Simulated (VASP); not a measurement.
# H17O8F in VASP: notebook

H17O8F is run at these levels: PBEsol; tasks: single point.

All numbers are computed with VASP 6.6.1; they aren't measurements. Logs are shortened: lines on timing, memory, paths and dates and some standing lists are left out, and cuts for length are marked.

### 1 The cell of the first run

The cell holds an amorphous packing of atoms, 26 atoms: a = 6.495 Å, b = 6.495 Å, c = 6.495 Å, α = 90.00°, β = 90.00°, γ = 90.00°.

### 2 Single point, PBEsol

Contents of INCAR:

```
SYSTEM = H17O8F
PREC = Accurate ; ENCUT = 520
EDIFF = 1E-7 ; ISMEAR = -1
SIGMA = 0.05 ; LREAL = Auto
LASPH = .TRUE. ; NELM = 60
ALGO = Normal ; ISIF = 2
LWAVE = .FALSE. ; LCHARG = .FALSE.
GGA = PS ; NBANDS = 55
```

Contents of KPOINTS:

```
regular mesh
0
G
  1 1 1
  0 0 0
```

Contents of POSCAR:

```
H17O8F
1.0
    6.4950650000      0.0000000000      0.0000000000
    0.0000000000      6.4950650000      0.0000000000
    0.0000000000      0.0000000000      6.4950650000
O H F
8 17 1
Direct
   -0.1260495468      0.8705532585      0.8712460922
    0.6642119825      0.2068955430      0.0053117251
    0.1773654305      0.6304632825      0.2163488741
    0.9120770924      0.4494643241      0.4942367782
    0.4529284926      0.1064500509      0.6820101108
    0.6308327938      0.5478621076      0.7831484365
    0.4554380903      0.3559163765      0.3624290134
    0.2153327180      0.6292007855      0.7968973367
   -0.0094071422      0.8352649281      0.7895071104
   -0.1509145790      1.0230074680      0.8514618406
    0.7311089265      0.1174122199      0.1036787161
    0.5608257962      0.1494981190     -0.0913000871
    0.1466036137      0.7746034874      0.2438004854
    0.1973806267      0.6039662421      0.0651109727
    0.7842415742      0.5092173827      0.5693707453
    0.9658717811      0.5209339706      0.3753003242
    0.4460155518      0.1954714849      0.5541745926
    0.5653831024      0.0153655121      0.6397164617
    0.7055664570      0.6780532604      0.8243335517
    0.6562366966      0.4303113210      0.8807918012
    0.3472790496      0.4467545744      0.3205664608
    0.5346212855      0.3134379718      0.2393971423
    0.3727137450      0.6149899963      0.7727867235
    0.1502987268      0.5224889974      0.7072754468
    0.8518929372      0.2425379885      0.4515582215
    0.8095530992      0.1005378699      0.4073708269
```

Potentials or basis: VASP PAW PBE potentials, release 64 (O, H, F).

On the command line:

```bash
> cat potpaw_PBE.64/O/POTCAR potpaw_PBE.64/H/POTCAR potpaw_PBE.64/F/POTCAR > POTCAR
> mpirun -np 1 vasp_gam > vasp.out
```

OUTCAR:

```text
SYSTEM = H17O8F
   PREC = Accurate
   ENCUT = 520
   EDIFF = 1E-7
   ISMEAR = -1
   LREAL = Auto
   LASPH = .TRUE.
   NELM = 60
   ISIF = 2
   GGA = PS

 ion  position               nearest neighbor table
   1  0.874  0.871  0.871-   9 0.95  10 1.01
   2  0.664  0.207  0.005-  11 0.97  12 0.99
   3  0.177  0.630  0.216-  13 0.97  14 1.01
   4  0.912  0.449  0.494-  16 0.97  15 1.04  25 1.43
   5  0.453  0.106  0.682-  18 0.98  17 1.01
   6  0.631  0.548  0.783-  20 1.01  19 1.01
   7  0.455  0.356  0.362-  21 0.96  22 0.99
   8  0.215  0.629  0.797-  24 1.00  23 1.04
   9  0.991  0.835  0.790-   1 0.95
  10  0.849  0.023  0.851-   1 1.01
  11  0.731  0.117  0.104-   2 0.97
  12  0.561  0.149  0.909-   2 0.99
  13  0.147  0.775  0.244-   3 0.97
  14  0.197  0.604  0.065-   3 1.01
[... 8 lines left out ...]
  23  0.373  0.615  0.773-   8 1.04
  24  0.150  0.522  0.707-   8 1.00
  25  0.852  0.243  0.452-  26 1.00   4 1.43
  26  0.810  0.101  0.407-  25 1.00

  LATTYP: Found a simple cubic cell.
 ALAT       =     6.4950650000

  Lattice vectors:

 A1 = (   6.4950650000,   0.0000000000,   0.0000000000)
 A2 = (   0.0000000000,   6.4950650000,   0.0000000000)
 A3 = (   0.0000000000,   0.0000000000,   6.4950650000)

Analysis of symmetry for initial positions (statically):
=====================================================================
 Subroutine PRICEL returns:
 Original cell was already a primitive cell.

 Routine SETGRP: Setting up the symmetry group for a
 simple cubic supercell.

 Subroutine GETGRP returns: Found  1 space group operations
 (whereof  1 operations were pure point group operations)
 out of a pool of 48 trial point group operations.

The static configuration has the point symmetry C_1 .

Analysis of symmetry for dynamics (positions and initial velocities):
=====================================================================
 Subroutine PRICEL returns:
 Original cell was already a primitive cell.

 Routine SETGRP: Setting up the symmetry group for a
 simple cubic supercell.

 Subroutine GETGRP returns: Found  1 space group operations
 (whereof  1 operations were pure point group operations)
 out of a pool of 48 trial point group operations.

The dynamic configuration has the point symmetry C_1 .

 Subroutine INISYM returns: Found  1 space group operations
 (whereof  1 operations are pure point group operations),
 and found     1 'primitive' translations

----------------------------------------------------------------------------------------

                                     Primitive cell

  volume of cell :     274.0000

  direct lattice vectors                    reciprocal lattice vectors
     6.495065000  0.000000000  0.000000000     0.153963047  0.000000000  0.000000000
     0.000000000  6.495065000  0.000000000     0.000000000  0.153963047  0.000000000
     0.000000000  0.000000000  6.495065000     0.000000000  0.000000000  0.153963047

  length of vectors
     6.495065000  6.495065000  6.495065000     0.153963047  0.153963047  0.153963047

  position of ions in fractional coordinates (direct lattice)
     0.873950453  0.870553259  0.871246092
     0.664211982  0.206895543  0.005311725
     0.177365430  0.630463283  0.216348874
     0.912077092  0.449464324  0.494236778
     0.452928493  0.106450051  0.682010111
     0.630832794  0.547862108  0.783148436
[... 18 lines left out ...]
     0.851892937  0.242537988  0.451558222
     0.809553099  0.100537870  0.407370827

  ion indices of the primitive-cell ions
   primitive index   ion index
                 1           1
                 2           2
                 3           3
                 4           4
                 5           5
                 6           6
[... 18 lines left out ...]
                25          25
                26          26

----------------------------------------------------------------------------------------

 KPOINTS: regular mesh

Automatic generation of k-mesh.
 Grid dimensions read from file:
 generate k-points for:    1    1    1

 Generating k-lattice:

  Cartesian coordinates                     Fractional coordinates (reciprocal lattice)
     0.153963047  0.000000000  0.000000000     1.000000000  0.000000000  0.000000000
     0.000000000  0.153963047  0.000000000     0.000000000  1.000000000  0.000000000
     0.000000000  0.000000000  0.153963047     0.000000000  0.000000000  1.000000000

  Length of vectors
     0.153963047  0.153963047  0.153963047

  Shift w.r.t. Gamma in fractional coordinates (k-lattice)
     0.000000000  0.000000000  0.000000000

 Subroutine IBZKPT returns following result:
 ===========================================

 Found      1 irreducible k-points:

 Following reciprocal coordinates:
            Coordinates               Weight
  0.000000  0.000000  0.000000      1.000000
   k-points           NKPTS =      1   k-points in BZ     NKDIM =      1   number of bands    NBANDS=     55
   number of dos      NEDOS =    301   number of ions     NIONS =     26
   total plane-waves  NPLWV = 110592
   dimension x,y,z NGX =    48 NGY =   48 NGZ =   48
   dimension x,y,z NGXF=    96 NGYF=   96 NGZF=   96
   ions per type =               8  17   1
   NGX,Y,Z   is equivalent  to a cutoff of  12.29, 12.29, 12.29 a.u.
   NGXF,Y,Z  is equivalent  to a cutoff of  24.57, 24.57, 24.57 a.u.
 SYSTEM =  H17O8F
   PREC   = accura    normal or accurate (medium, high low for compatibility)
   ISTART =      0    job   : 0-new  1-cont  2-samecut
   ICHARG =      2    charge: 1-file 2-atom 10-const
   ISPIN  =      1    spin polarized calculation?
   LNONCOLLINEAR =      F non collinear calculations
   LSORBIT =      F    spin-orbit coupling
   LASPH  =      T    aspherical Exc in radial PAW
   ENCUT  =  520.0 eV  38.22 Ry    6.18 a.u.  12.08 12.08 12.08*2*pi/ulx,y,z
   NELM   =     60;   NELMIN=  2; NELMDL= -5     # of ELM steps
   EDIFF  = 0.1E-06   stopping-criterion for ELM
   LREAL  =      T    real-space projection
   EDIFFG = 0.1E-05   stopping-criterion for IOM
   NSW    =      0    number of steps for IOM
   IBRION =     -1    ionic relax: 0-MD 1-quasi-New 2-CG
   NFREE  =      0    steps in history (QN), initial steepest desc. (CG)
   ISIF   =      2    stress and relaxation
   ISYM   =      2    0-nonsym 1-usesym 2-fastsym
   POTIM  = 0.5000    time-step for ionic-motion
   TEBEG  =    0.0;   TEEND  =   0.0 temperature during run
   PSTRESS=    0.0 pullay stress
   NELECT =      72.0000    total number of electrons
   NUPDOWN=      -1.0000    fix difference up-down
   EMIN   =  10.00;   EMAX   =-10.00  energy-range for DOS
   EFERMI =   0.00;   METHOD = LEGACY
   ISMEAR =    -1;   SIGMA  =   0.05  broadening in eV -4-tet -1-fermi 0-gaus
   EFERMI_NEDOS =   21; number of points for ismear=-14 and -15
   IALGO  =     38    algorithm
   IMIX   =      4    mixing-type and parameters
     AMIX     =   0.40;   BMIX     =  1.00
     AMIX_MAG =   1.60;   BMIX_MAG =  1.00
  volume/ion in A,a.u.               =      10.54        71.12
  Fermi-wavevector in a.u.,A,eV,Ry     =   1.048581  1.981532 14.959919  1.099523
  Thomas-Fermi vector in A             =   2.183509
   LORBIT       =      0    0 simple, 1 ext, 2 COOP (PROOUT), +10 PAW based schemes
   GGA     = PS    functional components
   LHFCALC =     F    Hartree Fock is set to
   AEXX    =    0.0000 exact exchange contribution
   IVDW    =     0    specifies the selected vdW correction
   LEPSILON=     F    determine dielectric tensor
   LRPA    =     F    only Hartree local field effects (RPA)
 non-spin polarized calculation
  energy-cutoff  :      520.00
  volume of cell :      274.00
 maximum number of plane-waves:      3625
   NGX = 25   NGY = 25   NGZ = 25

 number of electron      72.0000017 magnetization

 Free energy of the ion-electron system (eV)
  ---------------------------------------------------
  ext. energy  EPLUGINS =         0.00000000
  ---------------------------------------------------
  free energy    TOTEN  =      -126.75595001 eV

  energy without entropy =     -126.75595001  energy(sigma->0) =     -126.75595001

 E-fermi :  -2.6071     XC(G=0):  -6.6004

 val. band max:       -3.8223195868   @ k =   0.0000   0.0000   0.0000
 cond. band min:       1.0180387824   @ k =   0.0000   0.0000   0.0000
 fundamental gap:      4.8403583693
 Fermi energy:        -2.6070939206

 k-point     1 :       0.0000    0.0000    0.0000
  band No.  band energies     occupation
      1     -25.5998      2.00000
      2     -22.9441      2.00000
      3     -22.4866      2.00000
      4     -22.3432      2.00000
      5     -22.1465      2.00000
      6     -21.7989      2.00000
[... 40 lines left out ...]
     47       6.7504      0.00000
     48       7.0604      0.00000
 [bands above 48 left out]

------------------------ aborting loop because EDIFF is reached ----------------------------------------

  FORCE on cell =-STRESS in cart. coord.  units (eV):
  Direction    XX          YY          ZZ          XY          YZ          ZX
  --------------------------------------------------------------------------------------
  -------------------------------------------------------------------------------------
  Total       -0.6583358      0.2466667     -0.8317761     -0.5174177     -0.5736294      0.6809283
  in kB       -3.8495288      1.4423501     -4.8636968     -3.0255294     -3.3542196      3.9816350
  external PRESSURE =      -2.4236252 kB  Pullay stress =       0.0000000 kB

 VOLUME and BASIS-vectors are now :
 -----------------------------------------------------------------------------
  energy-cutoff  :      520.00
  volume of cell :      274.00
      direct lattice vectors                 reciprocal lattice vectors
     6.495065000  0.000000000  0.000000000     0.153963047  0.000000000  0.000000000
     0.000000000  6.495065000  0.000000000     0.000000000  0.153963047  0.000000000
     0.000000000  0.000000000  6.495065000     0.000000000  0.000000000  0.153963047

 POSITION                                       TOTAL-FORCE (eV/Angst)
 -----------------------------------------------------------------------------------
      5.67637      5.65430      5.65880        -1.555937      1.550565      0.467835
      4.31410      1.34380      0.03450         0.301713      1.297982      0.195759
      1.15200      4.09490      1.40520        -0.245741     -0.610067      0.215312
      5.92400      2.91930      3.21010        -1.009547     -0.760013      1.844827
      2.94180      0.69140      4.42970         0.228307     -0.439503     -0.110430
      4.09730      3.55840      5.08660        -0.050910      0.443107     -0.395904
[... 18 lines left out ...]
      5.53310      1.57530      2.93290         0.314961      0.749576     -0.080973
      5.25810      0.65300      2.64590        -0.121506     -0.755289     -0.257124
 -----------------------------------------------------------------------------------
    total drift:                               -0.003071      0.013661      0.002651

  FREE ENERGIE OF THE ION-ELECTRON SYSTEM (eV)
  ---------------------------------------------------
  free  energy   TOTEN  =      -126.7559500052 eV

  energy  without entropy=     -126.7559500052  energy(sigma->0) =     -126.75595001
```

It took 17 s on 1 thread of Intel Xeon 6975P-C (Granite Rapids), shared host; peak memory 0.3 GiB.

What came out:

- Free energy: -126.7560 eV
- Pressure: -0.2 GPa
- Largest force: 2.246 eV/Å
- Band gap on the k mesh: 4.84 eV

Forces on the atoms (eV/Å):
```
O   -1.556  1.551  0.468
O    0.302  1.298  0.196
O   -0.246 -0.610  0.215
O   -1.010 -0.760  1.845
O    0.228 -0.440 -0.110
O   -0.051  0.443 -0.396
O    1.197 -1.139  0.440
O    1.004 -0.686 -0.427
H    1.612 -0.515 -0.658
H    0.153 -1.224  0.136
H   -0.028 -0.585  0.531
H   -0.465 -0.542 -0.493
H    0.162 -0.010 -0.433
H   -0.375  0.720 -0.062
H    0.780 -0.261 -0.493
H    0.310  0.766 -0.883
H   -0.168  0.465  0.168
H   -0.076 -0.192 -0.031
H    0.053 -0.475  0.340
H    0.222  0.585 -0.108
H   -1.012  1.122 -0.519
H   -0.300  0.082  0.065
H   -1.150 -0.103  0.197
H    0.218  0.514  0.351
H    0.315  0.750 -0.081
F   -0.122 -0.755 -0.257
```

Stress tensor (GPa, compression positive):
```
-0.38 -0.30  0.40
-0.30  0.14 -0.34
 0.40 -0.34 -0.49
```

Caveat: the k points lie up to 0.97 Å⁻¹ apart; the PAW data sets were made with another functional, which shifts forces and pressure a little.

[end of part 1 of 3]
